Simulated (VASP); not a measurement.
# LiCl (I4/mmm) in VASP: further runs

LiCl is run at these levels: LDA; tasks: single point.

All numbers are computed with VASP 6.6.1; they aren't measurements. Logs are shortened: lines on timing, memory, paths and dates and some standing lists are left out, and cuts for length are marked.

## 1. The cell of the first run

The structure is tetragonal, space group I4/mmm (No. 139). The conventional cell has a = 3.536 Å, b = 3.536 Å, c = 4.873 Å, α = 90.00°, β = 90.00°, γ = 90.00°. Within 3.2 Å of Li (site symmetry 4/mmm) lie 6 Cl at 2.44 to 2.50 Å. Within 3.2 Å of Cl (site symmetry 4/mmm) lie 6 Li at 2.44 to 2.50 Å.

## 2. Single point, LDA (strain -0.025 along x and y, -0.050 along z)

Contents of INCAR:

```
SYSTEM = LiCl
  PREC = Accurate
  ENCUT = 520
  EDIFF = 1E-6
  ISMEAR = 0
  SIGMA = 0.05
  LREAL = .FALSE.
  LASPH = .TRUE.
  NELM = 60
  ALGO = Normal
  ISIF = 2
  LWAVE = .FALSE.
  LCHARG = .FALSE.
  GGA = CA
  NBANDS = 12
```

Contents of KPOINTS:

```
regular mesh
0
G
  8 8 8
  0 0 0
```

Contents of POSCAR:

```
LiCl
1.0
    0.0000000000      2.5006410000      2.4365220000
    2.5006410000      0.0000000000      2.4365220000
    2.5006410000      2.5006410000      0.0000000000
Li Cl
1 1
Direct
    0.0000000000      0.0000000000      0.0000000000
    0.5000000000      0.5000000000      0.5000000000
```

Potentials or basis: VASP PAW LDA potentials, release 64 (Li_sv, Cl).

On the command line:

```bash
$ cat potpaw_LDA.64/Li_sv/POTCAR potpaw_LDA.64/Cl/POTCAR > POTCAR
$ mpirun -np 1 vasp_std > vasp.out
```

OUTCAR:

```text
SYSTEM = LiCl
   PREC = Accurate
   ENCUT = 520
   EDIFF = 1E-6
   ISMEAR = 0
   LREAL = .FALSE.
   LASPH = .TRUE.
   NELM = 60
   ISIF = 2
   GGA = CA

 ion  position               nearest neighbor table
   1  0.000  0.000  0.000-   2 2.44   2 2.44   2 2.50   2 2.50   2 2.50   2 2.50
   2  0.500  0.500  0.500-   1 2.44   1 2.44   1 2.50   1 2.50   1 2.50   1 2.50

  LATTYP: Found a body centered tetragonal cell.
 ALAT       =     3.5364404168
 C/A-ratio  =     1.3779516762

  Lattice vectors:

 A1 = (   0.0000000000,  -2.5006410000,  -2.4365220000)
 A2 = (   0.0000000000,   2.5006410000,  -2.4365220000)
 A3 = (   2.5006410000,   0.0000000000,   2.4365220000)

Analysis of symmetry for initial positions (statically):
=====================================================================
 Subroutine PRICEL returns:
 Original cell was already a primitive cell.

 Routine SETGRP: Setting up the symmetry group for a
 body centered tetragonal supercell.

 Subroutine GETGRP returns: Found 16 space group operations
 (whereof 16 operations were pure point group operations)
 out of a pool of 16 trial point group operations.

The static configuration has the point symmetry D_4h.

Analysis of symmetry for dynamics (positions and initial velocities):
=====================================================================
 Subroutine PRICEL returns:
 Original cell was already a primitive cell.

 Routine SETGRP: Setting up the symmetry group for a
 body centered tetragonal supercell.

 Subroutine GETGRP returns: Found 16 space group operations
 (whereof 16 operations were pure point group operations)
 out of a pool of 16 trial point group operations.

The dynamic configuration has the point symmetry D_4h.

 Subroutine INISYM returns: Found 16 space group operations
 (whereof 16 operations are pure point group operations),
 and found     1 'primitive' translations

----------------------------------------------------------------------------------------

                                     Primitive cell

  volume of cell :      30.4721

  direct lattice vectors                    reciprocal lattice vectors
     0.000000000  2.500641000  2.436522000    -0.199948733  0.199948733  0.205210542
     2.500641000  0.000000000  2.436522000     0.199948733 -0.199948733  0.205210542
     2.500641000  2.500641000  0.000000000     0.199948733  0.199948733 -0.205210542

  length of vectors
     3.491395834  3.491395834  3.536440417     0.349385687  0.349385687  0.349385687

  position of ions in fractional coordinates (direct lattice)
[... 85 lines left out ...]
   ISIF   =      2    stress and relaxation
   ISYM   =      2    0-nonsym 1-usesym 2-fastsym
   POTIM  = 0.5000    time-step for ionic-motion
   TEBEG  =    0.0;   TEEND  =   0.0 temperature during run
   PSTRESS=    0.0 pullay stress
   NELECT =      10.0000    total number of electrons
   NUPDOWN=      -1.0000    fix difference up-down
   EMIN   =  10.00;   EMAX   =-10.00  energy-range for DOS
   EFERMI =   0.00;   METHOD = LEGACY
   ISMEAR =     0;   SIGMA  =   0.05  broadening in eV -4-tet -1-fermi 0-gaus
   EFERMI_NEDOS =   21; number of points for ismear=-14 and -15
   IALGO  =     38    algorithm
   IMIX   =      4    mixing-type and parameters
     AMIX     =   0.40;   BMIX     =  1.00
     AMIX_MAG =   1.60;   BMIX_MAG =  1.00
  volume/ion in A,a.u.               =      15.24       102.82
  Fermi-wavevector in a.u.,A,eV,Ry     =   1.129208  2.133893 17.348924  1.275110
  Thomas-Fermi vector in A             =   2.265900
   LORBIT       =      0    0 simple, 1 ext, 2 COOP (PROOUT), +10 PAW based schemes
   GGA     = CA    functional components
   LHFCALC =     F    Hartree Fock is set to
   AEXX    =    0.0000 exact exchange contribution
   IVDW    =     0    specifies the selected vdW correction
   LEPSILON=     F    determine dielectric tensor
   LRPA    =     F    only Hartree local field effects (RPA)
 non-spin polarized calculation
 Gauss-broadening in eV      SIGMA  =   0.05
  energy-cutoff  :      520.00
  volume of cell :       30.47
 maximum number of plane-waves:       845
 NGX is ok and might be reduce to    28
   NGX = 13   NGY = 13   NGZ = 13

 number of electron      10.0000000 magnetization

 number of electron       9.9999993 magnetization

 Free energy of the ion-electron system (eV)
  ---------------------------------------------------
  ext. energy  EPLUGINS =         0.00000000
  ---------------------------------------------------
  free energy    TOTEN  =        -8.09383132 eV

  energy without entropy =       -8.09383132  energy(sigma->0) =       -8.09383132

 E-fermi :   1.6105     XC(G=0):  -9.6031

 val. band max:        1.3084783579   @ k =   0.0000   0.0000   0.0000
 cond. band min:       7.7929911972   @ k =   0.5000  -0.0000   0.0000
 fundamental gap:      6.4845128393
 Fermi energy:         1.6104552129

 k-point     1 :       0.0000    0.0000    0.0000
  band No.  band energies     occupation
      1     -41.0556      2.00000
      2     -12.4377      2.00000
      3       1.2202      2.00000
      4       1.3085      2.00000
      5       1.3085      2.00000
      6       7.9201      0.00000
      7      13.0219      0.00000
      8      13.0219      0.00000
      9      13.2613      0.00000
     10      15.7837      0.00000
     11      15.7837      0.00000
     12      15.8673      0.00000
[... 331 lines left out ...]
 k-point    24 :       0.3750   -0.0000    0.1250
  band No.  band energies     occupation
      1     -41.0509      2.00000
      2     -11.8413      2.00000
      3      -1.3098      2.00000
      4       0.6907      2.00000
      5       0.7679      2.00000
      6       8.9080      0.00000
      7      10.5907      0.00000
      8      11.9143      0.00000
      9      12.6558      0.00000
     10      15.8223      0.00000
     11      17.8782      0.00000
     12      18.5941      0.00000

 [... further k-points ...]
[... 5 lines left out ...]
  --------------------------------------------------------------------------------------
  -------------------------------------------------------------------------------------
  Total       -0.0671808     -0.0671808      0.2115841      0.0000000     -0.0000000      0.0000000
  in kB       -3.5322626     -3.5322626     11.1247583      0.0000000     -0.0000000      0.0000000
  external PRESSURE =       1.3534111 kB  Pullay stress =       0.0000000 kB

 VOLUME and BASIS-vectors are now :
 -----------------------------------------------------------------------------
  energy-cutoff  :      520.00
  volume of cell :       30.47
      direct lattice vectors                 reciprocal lattice vectors
     0.000000000  2.500641000  2.436522000    -0.199948733  0.199948733  0.205210542
     2.500641000  0.000000000  2.436522000     0.199948733 -0.199948733  0.205210542
     2.500641000  2.500641000  0.000000000     0.199948733  0.199948733 -0.205210542

 POSITION                                       TOTAL-FORCE (eV/Angst)
 -----------------------------------------------------------------------------------
      0.00000      0.00000      0.00000         0.000000     -0.000000     -0.000000
      2.50064      2.50064      2.43652        -0.000000      0.000000      0.000000
 -----------------------------------------------------------------------------------
    total drift:                                0.000000      0.000000      0.000000

  FREE ENERGIE OF THE ION-ELECTRON SYSTEM (eV)
  ---------------------------------------------------
  free  energy   TOTEN  =        -8.0938313220 eV

  energy  without entropy=       -8.0938313220  energy(sigma->0) =       -8.09383132
```

OSZICAR:

```text
N       E                     dE             d eps       ncg     rms          rms(c)
DAV:   1     0.382275222052E+02    0.38228E+02   -0.40038E+03  1416   0.761E+02
DAV:   2    -0.594526938599E+01   -0.44173E+02   -0.42467E+02  1812   0.148E+02
DAV:   3    -0.811100475685E+01   -0.21657E+01   -0.21587E+01  1860   0.322E+01
DAV:   4    -0.816325519099E+01   -0.52250E-01   -0.52237E-01  1940   0.524E+00
DAV:   5    -0.816402203932E+01   -0.76685E-03   -0.76682E-03  1900   0.513E-01    0.254E+00
DAV:   6    -0.810138297506E+01    0.62639E-01   -0.10754E-01  1816   0.149E+00    0.176E+00
DAV:   7    -0.809400429567E+01    0.73787E-02   -0.29510E-02  2144   0.858E-01    0.843E-01
DAV:   8    -0.809384851107E+01    0.15578E-03   -0.23578E-03  1968   0.318E-01    0.130E-01
DAV:   9    -0.809382439025E+01    0.24121E-04   -0.10529E-04  1780   0.683E-02    0.257E-02
DAV:  10    -0.809383143085E+01   -0.70406E-05   -0.70719E-06  1816   0.188E-02    0.710E-03
DAV:  11    -0.809383132197E+01    0.10887E-06   -0.98602E-07  1264   0.656E-03
   1 F= -.80938313E+01 E0= -.80938313E+01  d E =-.158896E-19
```

Run time: 36 s. Hardware: 1 thread of AMD EPYC 7R13, shared host; peak memory 0.11 GiB.

Results:

* Free energy: -8.0938 eV
* Band gap on the k mesh: 6.48 eV, indirect (least direct gap 6.61 eV)

Levels at points of the mesh, in eV from the valence-band top:
```csv
k point,band 2,band 3,band 4,band 5,band 6,band 7,band 8,band 9
"(0.00, 0.00, 0.00)",-13.75,-0.09,0.00,0.00,6.61,11.71,11.71,11.95
"(0.50, 0.00, 0.00)",-13.01,-3.36,-0.38,-0.29,6.48,9.09,9.33,13.72
"(0.50, 0.50, 0.00)",-12.63,-3.52,-1.44,-1.44,7.72,7.80,13.23,14.35
"(0.50, 0.00, 0.50)",-12.69,-3.53,-1.44,-1.24,7.86,7.87,12.84,14.25
```

Caveat: the cell differs from its parent crystal (strain -0.025 along x and y, -0.050 along z); the cutoff is under 1.25 times the usual one of these potentials, so pressure, stress and relaxed cells hold a basis-set (Pulay) error.

## 3. Single point, LDA (strain -0.025 along x and y, +0.000 along z)

Contents of INCAR:

```
SYSTEM = LiCl
PREC     = Accurate       ! precision mode
ENCUT    = 520            ! plane-wave cutoff, eV
EDIFF    = 1E-6           ! SCF threshold, eV
ISMEAR   = 0              ! smearing method
SIGMA    = 0.05           ! smearing width, eV
LREAL    = .False.        ! projectors in reciprocal space
LASPH    = .True.         ! aspherical terms in the spheres
NELM     = 80             ! most SCF steps
ALGO     = Normal         ! electronic algorithm
ISIF     = 2              ! what is computed and relaxed
LWAVE    = .False.        ! write WAVECAR
LCHARG   = .True.         ! write CHGCAR
LELF     = .True.         ! ELF
LVHAR    = .True.       
NBANDS   = 12             ! bands
```

Contents of KPOINTS:

```
Automatic mesh
0
Gamma
  8 8 8
  0 0 0
```

Contents of POSCAR:

```
LiCl
1.0
    0.0000000000      2.5006410000      2.5647600000
    2.5006410000      0.0000000000      2.5647600000
    2.5006410000      2.5006410000      0.0000000000
Li Cl
1 1
Direct
    0.0000000000      0.0000000000      0.0000000000
    0.5000000000      0.5000000000      0.5000000000
```

Potentials or basis: VASP PAW LDA potentials, release 64 (Li_sv, Cl).

On the command line:

```bash
$ cat potpaw_LDA.64/Li_sv/POTCAR potpaw_LDA.64/Cl/POTCAR > POTCAR
$ mpirun -np 1 vasp_std > vasp.out
```

Wall time 30 s (1 thread of AMD EPYC 7R13, shared host); peak memory 0.11 GiB.

Results (log left out):

```yaml
Free_energy: -8.0864 eV
Band_gap_on_the_k_mesh: 6.26 eV, direct
```

Levels at points of the mesh, in eV from the valence-band top:
| k point | band 2 | band 3 | band 4 | band 5 | band 6 | band 7 | band 8 | band 9 |
| --- | --- | --- | --- | --- | --- | --- | --- | --- |
| (0.00, 0.00, 0.00) | -13.56 | -0.07 | -0.07 | 0.00 | 6.26 | 11.59 | 11.81 | 11.81 |
| (0.50, 0.00, 0.00) | -12.90 | -3.15 | -0.37 | -0.29 | 6.42 | 9.09 | 9.29 | 13.15 |
| (0.50, 0.50, 0.00) | -12.64 | -3.29 | -1.23 | -1.23 | 7.76 | 7.97 | 12.25 | 14.19 |
| (0.50, 0.00, 0.50) | -12.59 | -3.28 | -1.41 | -1.22 | 7.69 | 7.84 | 12.61 | 13.73 |

Caveat: the cell differs from its parent crystal (strain -0.025 along x and y, +0.000 along z); the cutoff is under 1.25 times the usual one of these potentials, so pressure, stress and relaxed cells hold a basis-set (Pulay) error. A k mesh can miss the band edges.

## 4. Single point, LDA (strain +0.000 along x and y, -0.025 along z)

Contents of INCAR:

```
PREC = Accurate
ENCUT = 520
EDIFF = 1E-6
ISMEAR = 0
SIGMA = 0.05
LREAL = F
LASPH = T
NELM = 60
ALGO = Normal
ISIF = 2
LWAVE = F
LCHARG = F
NBANDS = 12
```

Contents of KPOINTS:

```
Automatic mesh
0
Gamma
  8 8 8
```

Contents of POSCAR:

```
LiCl
1.0
    0.0000000000      2.5647600000      2.5006410000
    2.5647600000      0.0000000000      2.5006410000
    2.5647600000      2.5647600000      0.0000000000
Li Cl
1 1
Direct
    0.0000000000      0.0000000000      0.0000000000
    0.5000000000      0.5000000000      0.5000000000
```

On the command line:

```bash
$ cat potpaw_LDA.64/Li_sv/POTCAR potpaw_LDA.64/Cl/POTCAR > POTCAR
$ mpirun -np 1 vasp_std > vasp.out
```

Run time: 31 s. Hardware: 1 thread of AMD EPYC 7R13, shared host; peak memory 0.11 GiB.

It converged, with:

```
Free energy            : -8.0757 eV
Band gap on the k mesh : 6.13 eV, direct
```

Levels at points of the mesh, in eV from the valence-band top:
```csv
k point,band 2,band 3,band 4,band 5,band 6,band 7,band 8,band 9
"(0.00, 0.00, 0.00)",-13.44,-0.08,0.00,0.00,6.13,11.66,11.66,11.89
"(0.50, 0.00, 0.00)",-12.82,-3.03,-0.33,-0.26,6.41,9.09,9.31,12.90
"(0.50, 0.50, 0.00)",-12.51,-3.14,-1.27,-1.27,7.64,7.86,12.53,13.77
"(0.50, 0.00, 0.50)",-12.56,-3.14,-1.28,-1.10,7.69,7.99,12.17,13.69
```

Caveat: the cell differs from its parent crystal (strain +0.000 along x and y, -0.025 along z); the cutoff is under 1.25 times the usual one of these potentials, so pressure, stress and relaxed cells hold a basis-set (Pulay) error.

## 5. Summary

| cell | gap on the mesh (eV) |
| --- | --- |
| a = 3.491, b = 3.491, c = 3.536 Å, angles 59.6, 59.6, 60.9°, 2 atoms | 6.48 |
| a = 3.582, b = 3.582, c = 3.536 Å, angles 60.4, 60.4, 59.2°, 2 atoms | 6.26 |
| a = 3.582, b = 3.582, c = 3.627 Å, angles 59.6, 59.6, 60.8°, 2 atoms | 6.13 |

Alike in all rows: task single point; level LDA; potentials or basis VASP PAW LDA potentials, release 64 (Li_sv, Cl); no spin polarisation; k mesh 8 × 8 × 8; cutoff (eV) 520; smearing gaussian 0.05 eV.

Caveats: the cutoff is under 1.25 times the usual one of these potentials, so pressure, stress and relaxed cells hold a basis-set (Pulay) error.

Absolute energies hang on the potentials; compare differences alone.
